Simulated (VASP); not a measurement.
Crystal: ZnS (Wurtzite-2H).

```
CELL_PARAMETERS angstrom
3.81100 0.00000 0.00000
-1.90550 3.30042 0.00000
0.00000 0.00000 6.23400
ATOMIC_POSITIONS crystal
Zn 0.33333 0.66667 0.00000
Zn 0.66667 0.33333 0.50000
S 0.33333 0.66667 0.38500
S 0.66667 0.33333 0.88500
```

Program: VASP 6.6.1. Alike in all runs: task single point; no spin polarisation; cell as given; k mesh 6 × 6 × 4; cutoff (eV) 520; smearing gaussian 0.01 eV.

Order these runs on this cell by their band gap on the k mesh, lowest first.
A. level revPBE; potentials or basis VASP PAW PBE potentials, release 64 (Zn, S)
B. level r2SCAN; potentials or basis VASP PAW PBE potentials, release 64 (Zn, S)
C. level LDA; potentials or basis VASP PAW LDA potentials, release 64 (Zn, S)

C (2.02 eV), A (2.38 eV), B (2.83 eV).
